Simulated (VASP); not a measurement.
# SiC (P6_3mc) in VASP: notebook, part 2 of 2

VASP 6.6.1.

## (4) Relaxation of the atoms, PBE (volume 8.822 Å^3 an atom, c/a of the conventional cell 1.7779)

Input file INCAR:

```
PREC = Accurate
ENCUT = 520
EDIFF = 1E-6
ISMEAR = 0
SIGMA = 0.05
LREAL = False
LASPH = True
NELM = 80
ALGO = Normal
ISIF = 2
LWAVE = False
LCHARG = False
GGA = PE
IBRION = 2
NSW = 50
EDIFFG = -0.01
```

Input file KPOINTS:

```
regular mesh
0
Gamma
  12 12 6
```

Input file POSCAR:

```
SiC
1.0
    2.8405102518      0.0000000000      0.0000000000
   -1.4202551259      2.4599540378      0.0000000000
    0.0000000000      0.0000000000      5.0501431767
Si C
2 2
Direct
    0.3333333333      0.6666666667      0.0045639005
    0.6666666667      0.3333333333      0.5045639005
    0.3333333333      0.6666666667      0.3804360995
    0.6666666667      0.3333333333      0.8804360995
```

Potentials or basis: VASP PAW PBE potentials, release 64 (Si, C).

Run with:

```
$ cat potpaw_PBE.64/Si/POTCAR potpaw_PBE.64/C/POTCAR > POTCAR
$ mpirun -np 1 vasp_std > vasp.out
```

OUTCAR:

```text
PREC = Accurate
   ENCUT = 520
   EDIFF = 1E-6
   ISMEAR = 0
   LREAL = False
   LASPH = True
   NELM = 80
   ISIF = 2
   GGA = PE
   IBRION = 2
   NSW = 50
   EDIFFG = -0.01

 ion  position               nearest neighbor table
   1  0.333  0.667  0.005-   4 1.76   4 1.76   4 1.76   3 1.90   2 3.01   2 3.01   2 3.01   2 3.01
                             2 3.01   2 3.01
   2  0.667  0.333  0.505-   3 1.76   3 1.76   3 1.76   4 1.90   1 3.01   1 3.01   1 3.01   1 3.01
                             1 3.01   1 3.01
   3  0.333  0.667  0.380-   2 1.76   2 1.76   2 1.76   1 1.90
   4  0.667  0.333  0.880-   1 1.76   1 1.76   1 1.76   2 1.90

  LATTYP: Found a hexagonal cell.
 ALAT       =     2.8405102518
 C/A-ratio  =     1.7779000000

  Lattice vectors:

 A1 = (   2.8405102518,   0.0000000000,   0.0000000000)
 A2 = (  -1.4202551259,   2.4599540378,   0.0000000000)
 A3 = (   0.0000000000,   0.0000000000,   5.0501431767)

Analysis of symmetry for initial positions (statically):
=====================================================================
 Subroutine PRICEL returns:
 Original cell was already a primitive cell.

 Routine SETGRP: Setting up the symmetry group for a
 hexagonal supercell.

 Subroutine GETGRP returns: Found 12 space group operations
 (whereof  6 operations were pure point group operations)
 out of a pool of 24 trial point group operations.

The static configuration has the point symmetry C_3v.
 The point group associated with its full space group is C_6v.

Analysis of symmetry for dynamics (positions and initial velocities):
=====================================================================
 Subroutine PRICEL returns:
 Original cell was already a primitive cell.

 Routine SETGRP: Setting up the symmetry group for a
 hexagonal supercell.

 Subroutine GETGRP returns: Found 12 space group operations
 (whereof  6 operations were pure point group operations)
 out of a pool of 24 trial point group operations.

The dynamic configuration has the point symmetry C_3v.
 The point group associated with its full space group is C_6v.

 Subroutine INISYM returns: Found 12 space group operations
 (whereof  6 operations are pure point group operations),
 and found     1 'primitive' translations

----------------------------------------------------------------------------------------

                                     Primitive cell

  volume of cell :      35.2880

  direct lattice vectors                    reciprocal lattice vectors
     2.840510252  0.000000000  0.000000000     0.352049425  0.203255830  0.000000000
    -1.420255126  2.459954038  0.000000000     0.000000000  0.406511660  0.000000000
     0.000000000  0.000000000  5.050143177     0.000000000  0.000000000  0.198014188

  length of vectors
     2.840510252  2.840510252  5.050143177     0.406511660  0.406511660  0.198014188

  position of ions in fractional coordinates (direct lattice)
     0.333333333  0.666666667  0.004563901
     0.666666667  0.333333333  0.504563901
     0.333333333  0.666666667  0.380436100
     0.666666667  0.333333333  0.880436100

  ion indices of the primitive-cell ions
   primitive index   ion index
                 1           1
[... 61 lines left out ...]
   dimension x,y,z NGXF=    48 NGYF=   48 NGZF=   80
   ions per type =               2   2
   NGX,Y,Z   is equivalent  to a cutoff of  14.05, 14.05, 13.17 a.u.
   NGXF,Y,Z  is equivalent  to a cutoff of  28.09, 28.09, 26.34 a.u.
 SYSTEM =  unknown system
   PREC   = accura    normal or accurate (medium, high low for compatibility)
   ISTART =      0    job   : 0-new  1-cont  2-samecut
   ICHARG =      2    charge: 1-file 2-atom 10-const
   ISPIN  =      1    spin polarized calculation?
   LNONCOLLINEAR =      F non collinear calculations
   LSORBIT =      F    spin-orbit coupling
   LASPH  =      T    aspherical Exc in radial PAW
   ENCUT  =  520.0 eV  38.22 Ry    6.18 a.u.   5.28  5.28  9.39*2*pi/ulx,y,z
   NELM   =     80;   NELMIN=  2; NELMDL= -5     # of ELM steps
   EDIFF  = 0.1E-05   stopping-criterion for ELM
   LREAL  =      F    real-space projection
   EDIFFG = -.1E-01   stopping-criterion for IOM
   NSW    =     50    number of steps for IOM
   IBRION =      2    ionic relax: 0-MD 1-quasi-New 2-CG
   NFREE  =      1    steps in history (QN), initial steepest desc. (CG)
   ISIF   =      2    stress and relaxation
   ISYM   =      2    0-nonsym 1-usesym 2-fastsym
   POTIM  = 0.5000    time-step for ionic-motion
   TEBEG  =    0.0;   TEEND  =   0.0 temperature during run
   PSTRESS=    0.0 pullay stress
   NELECT =      16.0000    total number of electrons
   NUPDOWN=      -1.0000    fix difference up-down
   EMIN   =  10.00;   EMAX   =-10.00  energy-range for DOS
   EFERMI =   0.00;   METHOD = LEGACY
   ISMEAR =     0;   SIGMA  =   0.05  broadening in eV -4-tet -1-fermi 0-gaus
   EFERMI_NEDOS =   21; number of points for ismear=-14 and -15
   IALGO  =     38    algorithm
   IMIX   =      4    mixing-type and parameters
     AMIX     =   0.40;   BMIX     =  1.00
     AMIX_MAG =   1.60;   BMIX_MAG =  1.00
  volume/ion in A,a.u.               =       8.82        59.53
  Fermi-wavevector in a.u.,A,eV,Ry     =   1.257687  2.376683 21.521368  1.581776
  Thomas-Fermi vector in A             =   2.391333
   LORBIT       =      0    0 simple, 1 ext, 2 COOP (PROOUT), +10 PAW based schemes
   GGA     = PE    functional components
   LHFCALC =     F    Hartree Fock is set to
   AEXX    =    0.0000 exact exchange contribution
   IVDW    =     0    specifies the selected vdW correction
   LEPSILON=     F    determine dielectric tensor
   LRPA    =     F    only Hartree local field effects (RPA)
 conjugate gradient relaxation of ions
 non-spin polarized calculation
 Gauss-broadening in eV      SIGMA  =   0.05
  energy-cutoff  :      520.00
  volume of cell :       35.29
 maximum number of plane-waves:       965
 NGX is ok and might be reduce to    24
   NGX = 11   NGY = 11   NGZ = 19

--------------------------------------- Ionic step        1  -------------------------------------------

 number of electron      15.9999998 magnetization

 Free energy of the ion-electron system (eV)
  ---------------------------------------------------
  ext. energy  EPLUGINS =         0.00000000
  ---------------------------------------------------
  free energy    TOTEN  =       -28.76673923 eV

  energy without entropy =      -28.76673923  energy(sigma->0) =      -28.76673923

------------------------ aborting loop because EDIFF is reached ----------------------------------------

  FORCE on cell =-STRESS in cart. coord.  units (eV):
  Direction    XX          YY          ZZ          XY          YZ          ZX
  --------------------------------------------------------------------------------------
  -------------------------------------------------------------------------------------
  Total       16.8495413     16.8495413      2.6400281      0.0000000      0.0000000      0.0000000
  in kB      765.0179399    765.0179399    119.8649172      0.0000000      0.0000000      0.0000000
  external PRESSURE =     549.9669323 kB  Pullay stress =       0.0000000 kB
[... 63 lines left out ...]
--------------------------------------- Ionic step        3  -------------------------------------------

 number of electron      15.9999999 magnetization

 Free energy of the ion-electron system (eV)
  ---------------------------------------------------
  ext. energy  EPLUGINS =         0.00000000
  ---------------------------------------------------
  free energy    TOTEN  =       -28.85780993 eV

  energy without entropy =      -28.85780993  energy(sigma->0) =      -28.85780993

 E-fermi :  10.7829     XC(G=0): -12.0713

 val. band max:       10.5780021742   @ k =   0.0000   0.0000   0.0000
 cond. band min:      11.6205598990   @ k =   0.3333   0.3333   0.0000
 fundamental gap:      1.0425577248
 Fermi energy:        10.7828893216

 k-point     1 :       0.0000    0.0000    0.0000
  band No.  band energies     occupation
      1      -6.7208      2.00000
      2      -3.1277      2.00000
      3       0.1415      2.00000
      4       9.2027      2.00000
      5       9.5408      2.00000
      6       9.5408      2.00000
      7      10.5780      2.00000
      8      10.5780      2.00000
      9      15.8367      0.00000
     10      17.7592      0.00000
     11      18.6891      0.00000
     12      18.6891      0.00000
[... 331 lines left out ...]
 k-point    24 :       0.3333    0.0000    0.1667
  band No.  band energies     occupation
      1      -4.3474      2.00000
      2      -1.7288      2.00000
      3       2.4544      2.00000
      4       3.7447      2.00000
      5       5.1473      2.00000
      6       7.6882      2.00000
      7       8.0693      2.00000
      8       9.2811      2.00000
      9      13.9944      0.00000
     10      14.9211      0.00000
     11      17.4545      0.00000
     12      18.9736      0.00000

 [... further k-points ...]
[... 5 lines left out ...]
  --------------------------------------------------------------------------------------
  -------------------------------------------------------------------------------------
  Total       15.2958167     15.2958167      3.8682843      0.0000000      0.0000000      0.0000000
  in kB      694.4743454    694.4743454    175.6313013      0.0000000      0.0000000      0.0000000
  external PRESSURE =     521.5266640 kB  Pullay stress =       0.0000000 kB
[... 19 lines left out ...]
  FREE ENERGIE OF THE ION-ELECTRON SYSTEM (eV)
  ---------------------------------------------------
  free  energy   TOTEN  =       -28.8578099317 eV

  energy  without entropy=      -28.8578099317  energy(sigma->0) =      -28.85780993

 reached required accuracy - stopping structural energy minimisation
```

OSZICAR:

```text
N       E                     dE             d eps       ncg     rms          rms(c)
DAV:   1     0.390439882531E+02    0.39044E+02   -0.77320E+03  1824   0.122E+03
DAV:   2    -0.306818165978E+02   -0.69726E+02   -0.63890E+02  2612   0.197E+02
DAV:   3    -0.336004926896E+02   -0.29187E+01   -0.29041E+01  2392   0.404E+01
DAV:   4    -0.336267391418E+02   -0.26246E-01   -0.26238E-01  2220   0.459E+00
[... 22 lines left out ...]
DAV:   3    -0.288575348019E+02    0.70822E-02   -0.14822E-02  2128   0.116E+00    0.912E-02
DAV:   4    -0.288578124726E+02   -0.27767E-03   -0.31828E-03  2244   0.408E-01    0.861E-02
DAV:   5    -0.288578119563E+02    0.51633E-06   -0.27624E-05  2152   0.499E-02    0.687E-02
DAV:   6    -0.288578101401E+02    0.18162E-05   -0.14596E-05  2180   0.368E-02    0.628E-03
DAV:   7    -0.288578099317E+02    0.20840E-06   -0.29146E-06  1868   0.140E-02
   3 F= -.28857810E+02 E0= -.28857810E+02  d E =-.910707E-01
```

Run time: 2.1 min. Hardware: 1 thread of Oxide Virtual Turin-like, shared host; peak memory 0.13 GiB.

What came out:

| Property | Result |
| --- | --- |
| Free energy | -28.8578 eV |
| Energy gained by relaxing | 22.8 meV/atom |
| Ionic steps | 3 |
| Pressure after relaxing | 52.2 GPa |
| Band gap on the k mesh | 1.04 eV, indirect (least direct gap 4.34 eV) |

Step by step:
```csv
step,energy change (eV),largest force (eV/Å),pressure (GPa)
1,0.0000,1.3882,55.00
2,0.0479,2.0424,50.69
3,-0.0911,0.0004,52.15
```

Final structure:
```yaml
crystal:
  lattice:
    - [2.84051, 0.00000, 0.00000]
    - [-1.42026, 2.45995, 0.00000]
    - [0.00000, 0.00000, 5.05014]
  atoms:
    - { symbol: Si, position: [0.33333, 0.66667, 0.01079] }
    - { symbol: Si, position: [0.66667, 0.33333, 0.51079] }
    - { symbol: C, position: [0.33333, 0.66667, 0.37421] }
    - { symbol: C, position: [0.66667, 0.33333, 0.87421] }
```

Levels at points of the mesh, in eV from the valence-band top:
```csv
k point,band 4,band 5,band 6,band 7,band 8,band 9,band 10,band 11,band 12
"(0.00, 0.00, 0.00)",-1.38,-1.04,-1.04,0.00,0.00,5.26,7.18,8.11,8.11
"(0.50, 0.00, 0.00)",-7.44,-6.47,-4.35,-3.42,-1.47,3.20,3.31,7.51,7.95
"(0.00, 0.00, 0.50)",-6.06,-0.55,-0.55,-0.55,-0.55,7.66,7.66,8.64,8.64
"(0.50, 0.00, 0.50)",-9.37,-3.42,-3.42,-2.60,-2.60,2.70,2.70,5.58,5.58
```

## (5) Overview

```csv
cell,gap on the mesh (eV),pressure (GPa)
"atoms relaxed from a = 3.089, b = 3.089, c = 5.491 Å, angles 90.0, 90.0, 120.0°, 4 atoms",2.09,-12.6
"atoms relaxed from a = 2.996, b = 2.996, c = 4.538 Å, angles 90.0, 90.0, 120.0°, 4 atoms",1.66,50.6
"atoms relaxed from a = 2.841, b = 2.841, c = 5.050 Å, angles 90.0, 90.0, 120.0°, 4 atoms",1.04,52.2
```

Alike in all rows: task relaxation of the atoms; level PBE; potentials or basis VASP PAW PBE potentials, release 64 (Si, C); no spin polarisation; k mesh 12 × 12 × 6; cutoff (eV) 520; smearing gaussian 0.05 eV.

Total energies depend on the potentials used, so only differences within one code and one set of settings carry meaning.
